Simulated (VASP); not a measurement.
Write the native input for VASP 6.6.1 that does the following.

| Item | Value |
| --- | --- |
| Task | G0W0 quasiparticle levels |
| Functional | PBE |
| Potentials or basis | VASP PAW PBE potentials, release 64 (B_GW, N_GW) |
| Cutoff | 500 eV |
| k mesh | 6 × 6 × 6 |
| Occupations | gaussian, width 0.01 eV |
| Spin | no spin polarisation |
| Dipole correction | no |
| GW scheme | G0W0 |
| GW iterations | 1 |
| Cutoff of the response function | 150 |
| Frequency points | 48 |
| Empty bands | 49 |
| Further INCAR settings | ALGO = EVGW0; EDIFF = 1e-08; NBANDS = 53 |

The system is BN.

```xyz
2
Lattice="0.0000 1.8048 1.8138 1.8048 0.0000 1.8138 1.8048 1.8048 0.0000" Properties=species:S:1:pos:R:3 pbc="T T T"
B     0.0000    0.0000    0.0000
N     0.9024    0.9024    0.9069
```

One way to write it, as run:

POSCAR

```
BN
1.0
    0.0000000000      1.8048254497      1.8138495769
    1.8048254497      0.0000000000      1.8138495769
    1.8048254497      1.8048254497      0.0000000000
B N
1 1
Direct
    0.0000000000      0.0000000000      0.0000000000
    0.2500000000      0.2500000000      0.2500000000
```

INCAR.step1

```
PREC = Accurate
ENCUT = 500
EDIFF = 1E-8
ISMEAR = 0
SIGMA = 0.01
LREAL = F
LASPH = T
NELM = 100
ALGO = Normal
LWAVE = T
LCHARG = F
GGA = PE
```

INCAR.step2

```
PREC = Accurate
ENCUT = 500
EDIFF = 1E-8
ISMEAR = 0
SIGMA = 0.01
LREAL = F
LASPH = T
NELM = 1
ALGO = Exact
LWAVE = T
LCHARG = F
GGA = PE
NBANDS = 53
LOPTICS = T
ISTART = 1
```

INCAR.step3

```
PREC = Accurate
ENCUT = 500
EDIFF = 1E-8
ISMEAR = 0
SIGMA = 0.01
LREAL = F
LASPH = T
ALGO = EVGW0
LWAVE = F
LCHARG = F
GGA = PE
NELMGW = 1
NBANDS = 53
ENCUTGW = 150.0
NOMEGA = 48
PRECFOCK = Fast
ISTART = 1
NBANDSGW = 12
```

KPOINTS

```
Automatic mesh
0
Gamma
  6 6 6
```

Potentials or basis: VASP PAW PBE potentials, release 64 (B_GW, N_GW).

Launch:

```sh
$ cat potpaw_PBE.64/B_GW/POTCAR potpaw_PBE.64/N_GW/POTCAR > POTCAR
$ cp INCAR.step1 INCAR
$ mpirun -np 1 vasp_std > vasp.out
$ cp INCAR.step2 INCAR
$ mpirun -np 1 vasp_std > vasp.out
$ cp INCAR.step3 INCAR
$ mpirun -np 1 vasp_std > vasp.out
```

Results of the run:

```yaml
Band_gap_on_the_k_mesh_mean-field_level: 4.42 eV, indirect (least direct gap 8.79 eV)
Quasiparticle_gap: 5.90 eV
Least_direct_quasiparticle_gap: 10.91 eV
```

Caveat: the k points lie up to 0.50 Å⁻¹ apart; bands, screening cutoff and mesh are small and nothing is extrapolated, so the quasiparticle values aren't converged.

It used 82 s of CPU time on 1 thread of Intel Xeon 6975P-C, on a shared host.
